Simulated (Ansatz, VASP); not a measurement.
## Two plane-wave programs on OsSe

File INCAR:

```
  ALGO = Normal
  EDIFF = 1E-6
  ENCUT = 520
  GGA = PS
  ISIF = 2
  ISMEAR = 0
  ISPIN = 2
  LASPH = True
  LCHARG = False
  LMAXMIX = 4
  LORBIT = 11
  LREAL = False
  LWAVE = False
  MAGMOM = 0.05 0
  NBANDS = 18
  NELM = 150
  PREC = Accurate
  SIGMA = 0.05
```

The input KPOINTS:

```
k-points
0
Gamma
  10 10 10
```

The input POSCAR:

```
OsSe
1.0
    0.0000000000      2.6851410919      2.6851410919
    2.6851410919      0.0000000000      2.6851410919
    2.6851410919      2.6851410919      0.0000000000
Os Se
1 1
Direct
    0.0000000000      0.0000000000      0.0000000000
    0.2500000000      0.2500000000      0.2500000000
```

Input for Ansatz:

```yaml
crystal:
  lattice:
    - [0.0, 2.6851410919, 2.6851410919]
    - [2.6851410919, 0.0, 2.6851410919]
    - [2.6851410919, 2.6851410919, 0.0]
  atoms:
    - { symbol: Os, position: [0.0, 0.0, 0.0], spin: 0.05 }
    - { symbol: Se, position: [0.25, 0.25, 0.25] }
basis:
  ecutwfc: 420
  ecutrho_ratio: 4
kpoints:
  mp_grid: { grid: [10, 10, 10] }
hamiltonian:
  xc: pbesol
scf:
  occupations: { method: gaussian, width: 0.05 }
output:
  forces: true
  stress: true
  eigenvalues: true
  populations: true
magnetization:
  spin_polarized: true
```

Alike in both runs: task single point; functional PBEsol; k mesh 10 × 10 × 10; occupations gaussian, width 0.05 eV; collinear spin.

|  | VASP | Ansatz |
| --- | --- | --- |
| version | VASP 6.6.1 | Ansatz 0.2.0 |
| potentials or method | VASP PAW PBE potentials, release 64 (Os, Se), cutoff 520 eV | scalar-relativistic, plane waves, PAW |
| valence electrons in the cell | 14 | 32 |

|  | VASP | Ansatz | Ansatz less VASP |
| --- | --- | --- | --- |
| gap on the k mesh at the Fermi level (eV) | none | none | - |
| pressure (GPa) | 8.6 | 7.3 | -1.23 |
| net moment per atom (μB) | 0.00 | 0.00 | -0.001 |

VASP's potentials were made for PBE, not for PBEsol. A gap of «none» marks a metal or a gap that the smearing closes. VASP's potentials hold 14 valence electrons a cell and Ansatz's 32, so a difference there can come from the potentials and not from the codes. Ansatz's warnings: seeded moment not kept.

Spin-orbit coupling is off throughout.
